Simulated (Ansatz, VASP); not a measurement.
**TaN in VASP and in Ansatz**

The input INCAR:

```
PREC = Accurate
ENCUT = 520
EDIFF = 1E-6
ISMEAR = 0
SIGMA = 0.1
LREAL = F
LASPH = T
NELM = 80
ALGO = Normal
ISIF = 2
LWAVE = F
LCHARG = F
GGA = PS
NBANDS = 15
```

KPOINTS

```
regular mesh
0
Gamma
  14 14 14
```

The input POSCAR:

```
TaN
1.0
    2.9652341078      0.0314365878      0.0552049985
   -1.4553921703      2.5836728850      0.0551916795
    0.0541715700      0.0938128200      2.7545623500
Ta N
1 1
Direct
    0.3451240173      0.6548759827      0.5000000000
   -0.0117906840      0.0117906840      0.0000000000
```

Input for Ansatz:

```yaml
crystal:
  lattice:
    - [2.9652341078, 0.0314365878, 0.0552049985]
    - [-1.4553921703, 2.583672885, 0.0551916795]
    - [0.05417157, 0.09381282, 2.75456235]
  atoms:
    - { symbol: Ta, position: [0.3451240173, 0.6548759827, 0.5] }
    - { symbol: "N", position: [-0.011790684, 0.011790684, 0.0] }
basis:
  ecutwfc: 420
kpoints:
  mp_grid: { grid: [14, 14, 14] }
hamiltonian:
  xc: pbesol
scf:
  occupations: { method: gaussian, width: 0.1 }
output:
  forces: true
  stress: true
  eigenvalues: true
```

Alike in both runs: task single point; functional PBEsol; k mesh 14 × 14 × 14; occupations gaussian, width 0.1 eV; no spin polarisation.

|  | VASP | Ansatz |
| --- | --- | --- |
| version | VASP 6.6.1 | Ansatz 0.2.0 |
| potentials or method | VASP PAW PBE potentials, release 64 (Ta_pv, N), cutoff 520 eV | scalar-relativistic, plane waves, PAW |
| valence electrons in the cell | 16 | 18 |

Ansatz gave:

```
gap on the k mesh at the Fermi level (eV)                     : none
pressure (GPa)                                                : 6.9
traceless stress, the component that is largest in VASP (GPa) : 27.43
rms of the force components (eV/Å)                            : 0.956
```

Question: What did VASP give for the same quantities?

Answer: gap on the k mesh at the Fermi level (eV): none; pressure (GPa): 7.9; traceless stress, the component that is largest in VASP (GPa): 27.60; rms of the force components (eV/Å): 0.963.

VASP's potentials were made for PBE, not for PBEsol. Atom by atom the forces differ by 0.006 eV/Å (rms over components). A gap of «none» marks a metal or a gap that the smearing closes. VASP's potentials hold 16 valence electrons a cell and Ansatz's 18, so a difference there can come from the potentials and not from the codes. Ansatz's warnings: near symmetry operations not taken.

Neither program's run includes spin-orbit coupling.
